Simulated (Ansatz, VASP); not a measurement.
## One calculation of Ge, two programs

```
Ge
1.0
     0.00000   -2.83786   -2.83786
     0.00000    2.83786   -2.83786
     5.67572    0.00000    0.00000
Ge
4
Direct
  0.53886 0.49616 0.00000
  0.96114 0.00384 0.50000
  0.03886 0.50384 0.25000
  0.46114 0.99616 0.75000
```

Change from the starting cell: mode 4 frozen in at -0.157 Å and mode 12 at +0.000 Å (largest displacements).

Alike in both runs: task single point; functional PBEsol; k mesh 12 × 12 × 8; occupations gaussian, width 0.15 eV; no spin polarisation.

|  | VASP | Ansatz |
| --- | --- | --- |
| version | VASP 6.6.1 | Ansatz 0.2.0 |
| potentials or method | VASP PAW PBE potentials, release 64 (Ge_d), cutoff 520 eV | scalar-relativistic, plane waves, PAW |
| valence electrons in the cell | 56 | 56 |

```csv
,VASP,Ansatz,Ansatz less VASP
gap on the k mesh at the Fermi level (eV),none,none,-
pressure (GPa),-0.5,-0.4,+0.07
"traceless stress, the component that is largest in VASP (GPa)",0.32,0.32,+0.005
rms of the force components (eV/Å),0.173,0.173,0.0000
```

VASP's potentials were made for PBE, not for PBEsol, and Ansatz warns of the same on its side. Atom by atom the forces differ by 0.001 eV/Å (rms over components). A gap of «none» marks a metal or a gap that the smearing closes. With one functional, cell and mesh, what is left measures potentials, basis and numerics.
